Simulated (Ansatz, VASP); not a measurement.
## One calculation of Os, two programs

The input INCAR:

```
SYSTEM = Os
  ALGO = Normal
  DIPOL = 0.5 0.5 0.500
  EDIFF = 1E-6
  ENCUT = 520
  GGA = PE
  IDIPOL = 3
  ISIF = 2
  ISMEAR = -1
  LASPH = .TRUE.
  LCHARG = .TRUE.
  LDIPOL = .TRUE.
  LELF = .TRUE.
  LREAL = .FALSE.
  LVACPOTAV = .TRUE.
  LVHAR = .TRUE.
  LWAVE = .FALSE.
  NBANDS = 19
  NELM = 100
  PREC = Accurate
  SIGMA = 0.1
```

The input KPOINTS:

```
k-points
0
G
  13 10 1
  0 0 0
```

POSCAR

```
Os
1.0
    2.7269118564      0.0000000000      0.0000000000
    0.0000000000      3.8564357308      0.0000000000
    0.0000000000      0.0000000000     18.7269000000
Os
3
Direct
    0.0000000000      0.0000000000      0.4271926518
    0.5000000000      0.5000000000      0.5000000000
    0.0000000000      0.0000000000      0.5728073482
```

Input for Ansatz:

```yaml
crystal:
  lattice:
    - [2.7269118564, 0.0, 0.0]
    - [0.0, 3.8564357308, 0.0]
    - [0.0, 0.0, 18.7269]
  atoms:
    - { symbol: Os, position: [0.0, 0.0, 0.4271926518] }
    - { symbol: Os, position: [0.5, 0.5, 0.5] }
    - { symbol: Os, position: [0.0, 0.0, 0.5728073482] }
kpoints:
  mp_grid: { grid: [13, 10, 1] }
scf:
  occupations: { method: fermi_dirac, width: 0.1 }
hamiltonian:
  xc: pbe
  pseudopotentials: { kind: all_electron, lapw: { basis_error: 0.001 } }
output:
  forces: true
  stress: true
  eigenvalues: true
  populations: true
  dos: { projected: true, de: 0.2, e_range: [-14, 8] }
efield:
  axis: 3
  amplitude: 0
  dipole_correction: true
```

Alike in both runs: task single point; functional PBE; k mesh 13 × 10 × 1; occupations fermi-dirac, width 0.1 eV; no spin polarisation.

|  | VASP | Ansatz |
| --- | --- | --- |
| version | VASP 6.6.1 | Ansatz 0.2.0 |
| potentials or method | VASP PAW PBE potentials, release 64 (Os), cutoff 520 eV | all-electron LAPW, scalar-relativistic |

Ansatz gave:

* rms of the force components (eV/Å): 1.297

Problem. Estimate VASP's values.

Solution. rms of the force components (eV/Å): 1.306.

Atom by atom the forces differ by 0.009 eV/Å (rms over components). Ansatz ran all-electron here, and VASP with PAW potentials.

Neither program's run includes spin-orbit coupling.
